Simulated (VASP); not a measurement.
# Mg (P6_3/mmc) in VASP: a series of runs

The runs below take Mg through single point, with LDA.

Everything below comes from runs of VASP 6.6.1. Logs are shortened: lines on timing, memory, paths and dates and some standing lists are left out, and cuts for length are marked.

### Step 1. The cell of the first run

The structure is hexagonal, space group P6_3/mmc (No. 194). Conventional cell: a = 3.209 Å, b = 3.209 Å, c = 5.210 Å, α = 90.00°, β = 90.00°, γ = 120.00°. Mg (site symmetry -6m2) has 12 Mg at 3.20 to 3.21 Å within 4.2 Å.

### Step 2. Single point, LDA

INCAR reads:

```
ALGO = Normal
EDIFF = 1E-7
ENCUT = 520
GGA = CA
ISIF = 2
ISMEAR = 0
LASPH = T
LCHARG = F
LREAL = F
LWAVE = F
NBANDS = 9
NELM = 80
PREC = Accurate
SIGMA = 0.1
```

KPOINTS reads:

```
k-points
0
Gamma
  6 6 4
```

POSCAR reads:

```
Mg
1.0
    3.2093000000      0.0000000000      0.0000000000
   -1.6046500000      2.7793353300      0.0000000000
    0.0000000000      0.0000000000      5.2103000000
Mg
2
Direct
    0.3333333300      0.6666666700      0.2500000000
    0.6666666700      0.3333333300      0.7500000000
```

Potentials or basis: VASP PAW LDA potentials, release 64 (Mg).

Started as:

```bash
> cat potpaw_LDA.64/Mg/POTCAR > POTCAR
> mpirun -np 1 vasp_std > vasp.out
```

OUTCAR:

```text
EDIFF = 1E-7
   ENCUT = 520
   GGA = CA
   ISIF = 2
   ISMEAR = 0
   LASPH = T
   LREAL = F
   NELM = 80
   PREC = Accurate

 ion  position               nearest neighbor table
   1  0.333  0.667  0.250-   2 3.20   2 3.20   2 3.20   2 3.20   2 3.20   2 3.20
   2  0.667  0.333  0.750-   1 3.20   1 3.20   1 3.20   1 3.20   1 3.20   1 3.20

  LATTYP: Found a hexagonal cell.
 ALAT       =     3.2093000000
 C/A-ratio  =     1.6235004518

  Lattice vectors:

 A1 = (   3.2093000000,   0.0000000000,   0.0000000000)
 A2 = (  -1.6046500000,   2.7793353300,   0.0000000000)
 A3 = (   0.0000000000,   0.0000000000,   5.2103000000)

Analysis of symmetry for initial positions (statically):
=====================================================================
 Subroutine PRICEL returns:
 Original cell was already a primitive cell.

 Routine SETGRP: Setting up the symmetry group for a
 hexagonal supercell.

 Subroutine GETGRP returns: Found 24 space group operations
 (whereof 12 operations were pure point group operations)
 out of a pool of 24 trial point group operations.

The static configuration has the point symmetry D_3d.
 The point group associated with its full space group is D_6h.

Analysis of symmetry for dynamics (positions and initial velocities):
=====================================================================
 Subroutine PRICEL returns:
 Original cell was already a primitive cell.

 Routine SETGRP: Setting up the symmetry group for a
 hexagonal supercell.

 Subroutine GETGRP returns: Found 24 space group operations
 (whereof 12 operations were pure point group operations)
 out of a pool of 24 trial point group operations.

The dynamic configuration has the point symmetry D_3d.
 The point group associated with its full space group is D_6h.

 Subroutine INISYM returns: Found 24 space group operations
 (whereof 12 operations are pure point group operations),
 and found     1 'primitive' translations

----------------------------------------------------------------------------------------

                                     Primitive cell

  volume of cell :      46.4744

  direct lattice vectors                    reciprocal lattice vectors
     3.209300000  0.000000000  0.000000000     0.311594429  0.179899127  0.000000000
    -1.604650000  2.779335330  0.000000000     0.000000000  0.359798254  0.000000000
     0.000000000  0.000000000  5.210300000     0.000000000  0.000000000  0.191927528

  length of vectors
     3.209300000  3.209300001  5.210300000     0.359798255  0.359798254  0.191927528

  position of ions in fractional coordinates (direct lattice)
     0.333333330  0.666666670  0.250000000
     0.666666670  0.333333330  0.750000000

  ion indices of the primitive-cell ions
   primitive index   ion index
                 1           1
                 2           2

----------------------------------------------------------------------------------------

 KPOINTS: k-points

Automatic generation of k-mesh.
 Grid dimensions read from file:
 generate k-points for:    6    6    4

 Generating k-lattice:

  Cartesian coordinates                     Fractional coordinates (reciprocal lattice)
     0.051932405  0.029983188  0.000000000     0.166666667 -0.000000000  0.000000000
     0.000000000  0.059966376  0.000000000     0.000000000  0.166666667  0.000000000
     0.000000000  0.000000000  0.047981882     0.000000000  0.000000000  0.250000000

  Length of vectors
     0.059966376  0.059966376  0.047981882

  Shift w.r.t. Gamma in fractional coordinates (k-lattice)
     0.000000000  0.000000000  0.000000000

 Subroutine IBZKPT returns following result:
 ===========================================

 Found     21 irreducible k-points:

 Following reciprocal coordinates:
            Coordinates               Weight
  0.000000  0.000000  0.000000      1.000000
  0.166667  0.000000  0.000000      6.000000
  0.333333  0.000000  0.000000      6.000000
  0.500000 -0.000000  0.000000      3.000000
  0.166667  0.166667  0.000000      6.000000
  0.333333  0.166667  0.000000     12.000000
[... 13 lines left out ...]
  0.333333  0.166667  0.500000     12.000000
  0.333333  0.333333  0.500000      2.000000
   k-points           NKPTS =     21   k-points in BZ     NKDIM =     21   number of bands    NBANDS=      9
   number of dos      NEDOS =    301   number of ions     NIONS =      2
   total plane-waves  NPLWV =  23040
   dimension x,y,z NGX =    24 NGY =   24 NGZ =   40
   dimension x,y,z NGXF=    48 NGYF=   48 NGZF=   80
   ions per type =               2
   NGX,Y,Z   is equivalent  to a cutoff of  12.43, 12.43, 12.76 a.u.
   NGXF,Y,Z  is equivalent  to a cutoff of  24.86, 24.86, 25.53 a.u.
 SYSTEM =  unknown system
   PREC   = accura    normal or accurate (medium, high low for compatibility)
   ISTART =      0    job   : 0-new  1-cont  2-samecut
   ICHARG =      2    charge: 1-file 2-atom 10-const
   ISPIN  =      1    spin polarized calculation?
   LNONCOLLINEAR =      F non collinear calculations
   LSORBIT =      F    spin-orbit coupling
   LASPH  =      T    aspherical Exc in radial PAW
   ENCUT  =  520.0 eV  38.22 Ry    6.18 a.u.   5.97  5.97  9.69*2*pi/ulx,y,z
   NELM   =     80;   NELMIN=  2; NELMDL= -5     # of ELM steps
   EDIFF  = 0.1E-06   stopping-criterion for ELM
   LREAL  =      F    real-space projection
   EDIFFG = 0.1E-05   stopping-criterion for IOM
   NSW    =      0    number of steps for IOM
   IBRION =     -1    ionic relax: 0-MD 1-quasi-New 2-CG
   NFREE  =      0    steps in history (QN), initial steepest desc. (CG)
   ISIF   =      2    stress and relaxation
   ISYM   =      2    0-nonsym 1-usesym 2-fastsym
   POTIM  = 0.5000    time-step for ionic-motion
   TEBEG  =    0.0;   TEEND  =   0.0 temperature during run
   PSTRESS=    0.0 pullay stress
   NELECT =       4.0000    total number of electrons
   NUPDOWN=      -1.0000    fix difference up-down
   EMIN   =  10.00;   EMAX   =-10.00  energy-range for DOS
   EFERMI =   0.00;   METHOD = LEGACY
   ISMEAR =     0;   SIGMA  =   0.10  broadening in eV -4-tet -1-fermi 0-gaus
   EFERMI_NEDOS =   21; number of points for ismear=-14 and -15
   IALGO  =     38    algorithm
   IMIX   =      4    mixing-type and parameters
     AMIX     =   0.40;   BMIX     =  1.00
     AMIX_MAG =   1.60;   BMIX_MAG =  1.00
  volume/ion in A,a.u.               =      23.24       156.81
  Fermi-wavevector in a.u.,A,eV,Ry     =   0.722809  1.365911  7.108401  0.522453
  Thomas-Fermi vector in A             =   1.812866
   LORBIT       =      0    0 simple, 1 ext, 2 COOP (PROOUT), +10 PAW based schemes
   GGA     = CA    functional components
   LHFCALC =     F    Hartree Fock is set to
   AEXX    =    0.0000 exact exchange contribution
   IVDW    =     0    specifies the selected vdW correction
   LEPSILON=     F    determine dielectric tensor
   LRPA    =     F    only Hartree local field effects (RPA)
 non-spin polarized calculation
 Gauss-broadening in eV      SIGMA  =   0.10
  energy-cutoff  :      520.00
  volume of cell :       46.47
 maximum number of plane-waves:      1272
 NGX is ok and might be reduce to    24
   NGX = 11   NGY = 11   NGZ = 19

 number of electron       4.0000000 magnetization

 Free energy of the ion-electron system (eV)
  ---------------------------------------------------
  ext. energy  EPLUGINS =         0.00000000
  ---------------------------------------------------
  free energy    TOTEN  =        -3.52374596 eV

  energy without entropy =       -3.51624818  energy(sigma->0) =       -3.51999707

 E-fermi :   2.2829     XC(G=0):  -8.6410

 val. band max:        2.2630520335   @ k =   0.1667   0.1667   0.0000
 cond. band min:       2.2892863292   @ k =   0.3333   0.1667   0.0000
 fundamental gap:      0.0262342957
 Fermi energy:         2.2829028487

 k-point     1 :       0.0000    0.0000    0.0000
  band No.  band energies     occupation
      1      -4.4604      2.00000
      2       0.7782      2.00000
      3       1.1286      2.00000
      4      13.2339      0.00000
      5      13.2339      0.00000
      6      13.2484      0.00000
      7      13.2484      0.00000
      8      14.1574      0.00000
      9      15.6671      0.00000

 k-point     2 :       0.1667    0.0000    0.0000
  band No.  band energies     occupation
      1      -3.9201      2.00000
      2       1.2728      2.00000
      3       1.6531      2.00000
      4       8.4633      0.00000
      5      10.9664      0.00000
      6      11.6724      0.00000
      7      13.1792      0.00000
      8      13.8961      0.00000
      9      15.5804      0.00000

 k-point     3 :       0.3333    0.0000    0.0000
  band No.  band energies     occupation
      1      -2.3172      2.00000
      2       2.7584      0.00000
      3       2.9822      0.00000
      4       4.2234      0.00000
      5       8.7546      0.00000
      6       8.9026      0.00000
      7       9.6062      0.00000
      8      11.2222      0.00000
      9      14.0621      0.00000

 k-point     4 :       0.5000   -0.0000    0.0000
  band No.  band energies     occupation
      1       0.2711      2.00000
      2       0.3111      2.00000
      3       5.0442      0.00000
      4       5.4685      0.00000
      5       5.6041      0.00000
      6       6.0298      0.00000
      7       9.1547      0.00000
      8      10.4724      0.00000
      9      13.5464      0.00000
[... 169 lines left out ...]
 k-point    19 :       0.1667    0.1667    0.5000
  band No.  band energies     occupation
      1      -1.4931      2.00000
      2      -1.4931      2.00000
      3       7.3239      0.00000
      4       7.3239      0.00000
      5       7.7154      0.00000
      6       7.7154      0.00000
      7       9.5251      0.00000
      8       9.5251      0.00000
      9      16.3865      0.00000

 k-point    20 :       0.3333    0.1667    0.5000
  band No.  band energies     occupation
      1       0.5740      2.00000
      2       0.5740      2.00000
      3       3.6819      0.00000
      4       3.6819      0.00000
      5       6.7499      0.00000
      6       6.7499      0.00000
      7      11.1033      0.00000
      8      11.1033      0.00000
      9      13.8248      0.00000

 k-point    21 :       0.3333    0.3333    0.5000
  band No.  band energies     occupation
      1       2.6266      0.00000
      2       2.6266      0.00000
      3       3.1190      0.00000
      4       3.1190      0.00000
      5       3.8463      0.00000
      6       3.8463      0.00000
      7      13.0690      0.00000
      8      13.0690      0.00000
      9      13.4589      0.00000

------------------------ aborting loop because EDIFF is reached ----------------------------------------

  FORCE on cell =-STRESS in cart. coord.  units (eV):
  Direction    XX          YY          ZZ          XY          YZ          ZX
  --------------------------------------------------------------------------------------
  -------------------------------------------------------------------------------------
  Total       -0.7986348     -0.7986348     -0.8379090      0.0000000     -0.0000000      0.0000000
  in kB      -27.5324485    -27.5324485    -28.8864012      0.0000000     -0.0000000      0.0000000
  external PRESSURE =     -27.9837661 kB  Pullay stress =       0.0000000 kB

 VOLUME and BASIS-vectors are now :
 -----------------------------------------------------------------------------
  energy-cutoff  :      520.00
  volume of cell :       46.47
      direct lattice vectors                 reciprocal lattice vectors
     3.209300000  0.000000000  0.000000000     0.311594429  0.179899127  0.000000000
    -1.604650000  2.779335330  0.000000000     0.000000000  0.359798254  0.000000000
     0.000000000  0.000000000  5.210300000     0.000000000  0.000000000  0.191927528

 POSITION                                       TOTAL-FORCE (eV/Angst)
 -----------------------------------------------------------------------------------
     -0.00000      1.85289      1.30258         0.000000     -0.000000      0.000000
      1.60465      0.92645      3.90773         0.000000      0.000000      0.000000
 -----------------------------------------------------------------------------------
    total drift:                                0.000000     -0.000000      0.000000

  FREE ENERGIE OF THE ION-ELECTRON SYSTEM (eV)
  ---------------------------------------------------
  free  energy   TOTEN  =        -3.5237459602 eV

  energy  without entropy=       -3.5162481831  energy(sigma->0) =       -3.51999707
```

Run time: 8.6 s. Hardware: 1 thread of Oxide Virtual Turin-like, shared host; peak memory 0.1 GiB.

Results:

```
Free energy            : -3.5237 eV
Pressure               : -2.8 GPa
Band gap on the k mesh : zero (band 2 reaches 2.76 eV, above the bottom of band 3 at 1.13 eV)
```

Levels at points of the mesh, in eV from the Fermi level:
| k point | band 1 | band 2 | band 3 | band 4 | band 5 | band 6 | band 7 |
| --- | --- | --- | --- | --- | --- | --- | --- |
| (0.00, 0.00, 0.00) | -6.74 | -1.50 | -1.15 | 10.95 | 10.95 | 10.97 | 10.97 |
| (0.50, 0.00, 0.00) | -2.01 | -1.97 | 2.76 | 3.19 | 3.32 | 3.75 | 6.87 |
| (0.00, 0.00, 0.50) | -5.37 | -5.37 | 5.10 | 5.10 | 11.69 | 11.69 | 11.69 |
| (0.50, 0.00, 0.50) | -0.94 | -0.94 | -0.35 | -0.35 | 8.03 | 8.03 | 8.13 |

Caveat: the k points lie up to 0.38 Å⁻¹ apart.

### Step 3. Single point, LDA

This run uses another cell than the first one, of 21.60 Å³/atom, 0.930 times its volume.

INCAR reads:

```
SYSTEM = Mg
PREC = Accurate ; ENCUT = 520
EDIFF = 1E-7 ; ISMEAR = 0
SIGMA = 0.1 ; LREAL = .False.
LASPH = .True. ; NELM = 60
ALGO = Normal ; ISIF = 2
LWAVE = .False. ; LCHARG = .False.
GGA = CA ; NBANDS = 9
```

KPOINTS reads:

```
regular mesh
0
Gamma
  15 15 8
  0 0 0
```

POSCAR reads:

```
Mg
1.0
    3.1465729427      0.0000000000      0.0000000000
   -1.5732864714      2.7250121033      0.0000000000
    0.0000000000      0.0000000000      5.0386890197
Mg
2
Direct
    0.3333333333      0.6666666667      0.2500000000
    0.6666666667      0.3333333333      0.7500000000
```

Potentials or basis: VASP PAW LDA potentials, release 64 (Mg).

Started as:

```bash
> cat potpaw_LDA.64/Mg/POTCAR > POTCAR
> mpirun -np 1 vasp_std > vasp.out
```

OUTCAR:

```text
SYSTEM = Mg
   PREC = Accurate
   ENCUT = 520
   EDIFF = 1E-7
   ISMEAR = 0
   LREAL = .False.
   LASPH = .True.
   NELM = 60
   ISIF = 2
   GGA = CA

 ion  position               nearest neighbor table
   1  0.333  0.667  0.250-   2 3.11   2 3.11   2 3.11   2 3.11   2 3.11   2 3.11
   2  0.667  0.333  0.750-   1 3.11   1 3.11   1 3.11   1 3.11   1 3.11   1 3.11

  LATTYP: Found a hexagonal cell.
 ALAT       =     3.1465729427
 C/A-ratio  =     1.6013259859

  Lattice vectors:

 A1 = (   3.1465729427,   0.0000000000,   0.0000000000)
 A2 = (  -1.5732864714,   2.7250121033,   0.0000000000)
[... 469 lines left out ...]
      6       6.7936      0.00000
      7       8.2322      0.00000
      8      10.0659      0.00000
      9      11.3100      0.00000

 [... further k-points ...]
[... 5 lines left out ...]
  --------------------------------------------------------------------------------------
  -------------------------------------------------------------------------------------
  Total       -0.0879029     -0.0879029     -0.0908946      0.0000000      0.0000000      0.0000000
  in kB       -3.2597946     -3.2597946     -3.3707365      0.0000000      0.0000000      0.0000000
  external PRESSURE =      -3.2967752 kB  Pullay stress =       0.0000000 kB

 VOLUME and BASIS-vectors are now :
 -----------------------------------------------------------------------------
  energy-cutoff  :      520.00
  volume of cell :       43.20
      direct lattice vectors                 reciprocal lattice vectors
     3.146572943  0.000000000  0.000000000     0.317806076  0.183485424  0.000000000
    -1.573286471  2.725012103  0.000000000     0.000000000  0.366970847  0.000000000
     0.000000000  0.000000000  5.038689020     0.000000000  0.000000000  0.198464322

 POSITION                                       TOTAL-FORCE (eV/Angst)
 -----------------------------------------------------------------------------------
     -0.00000      1.81667      1.25967        -0.000000      0.000000      0.000000
      1.57329      0.90834      3.77902         0.000000     -0.000000      0.000000
 -----------------------------------------------------------------------------------
    total drift:                                0.000000     -0.000000      0.000000

  FREE ENERGIE OF THE ION-ELECTRON SYSTEM (eV)
  ---------------------------------------------------
  free  energy   TOTEN  =        -3.6229106371 eV

  energy  without entropy=       -3.6182261181  energy(sigma->0) =       -3.62056838
```

OSZICAR:

```text
N       E                     dE             d eps       ncg     rms          rms(c)
DAV:   1    -0.725701204482E+00   -0.72570E+00   -0.13628E+03  2430   0.319E+02
DAV:   2    -0.359590970233E+01   -0.28702E+01   -0.27683E+01  3344   0.275E+01
DAV:   3    -0.364375923975E+01   -0.47850E-01   -0.47121E-01  3146   0.281E+00
DAV:   4    -0.364391501018E+01   -0.15577E-03   -0.15576E-03  3195   0.153E-01
DAV:   5    -0.364391535463E+01   -0.34446E-06   -0.34485E-06  3082   0.699E-03    0.942E-01
DAV:   6    -0.363218675886E+01    0.11729E-01   -0.55164E-04  2797   0.132E-01    0.598E-01
DAV:   7    -0.362291960898E+01    0.92671E-02   -0.19197E-03  2576   0.241E-01    0.300E-02
DAV:   8    -0.362291171533E+01    0.78937E-05   -0.15425E-05  3492   0.203E-02    0.675E-03
DAV:   9    -0.362291065257E+01    0.10628E-05   -0.70921E-07  2769   0.393E-03    0.590E-04
DAV:  10    -0.362291063708E+01    0.15493E-07   -0.27368E-09  1840   0.332E-04
   1 F= -.36229106E+01 E0= -.36205684E+01  d E =-.468452E-02
```

stdout:

```text
POSCAR found type information on POSCAR Mg
 POSCAR found :  1 types and       2 ions
 scaLAPACK will be used
 LDA part: xc-table for (Slater(with rela. corr.)+CA(PZ))
 , standard interpolation
 POSCAR, INCAR and KPOINTS ok, starting setup
 FFT: planning ... GRIDC
 FFT: planning ... GRID_SOFT
 FFT: planning ... GRID
 WAVECAR not read
 entering main loop
```

Run time: 31 s. Hardware: 1 thread of Oxide Virtual Turin-like, shared host; peak memory 0.14 GiB.

What came out:

```yaml
Free_energy: -3.6229 eV
Pressure: -0.3 GPa
Band_gap_on_the_k_mesh: zero (band 2 reaches 3.70 eV, above the bottom of band 3 at 1.65 eV)
```
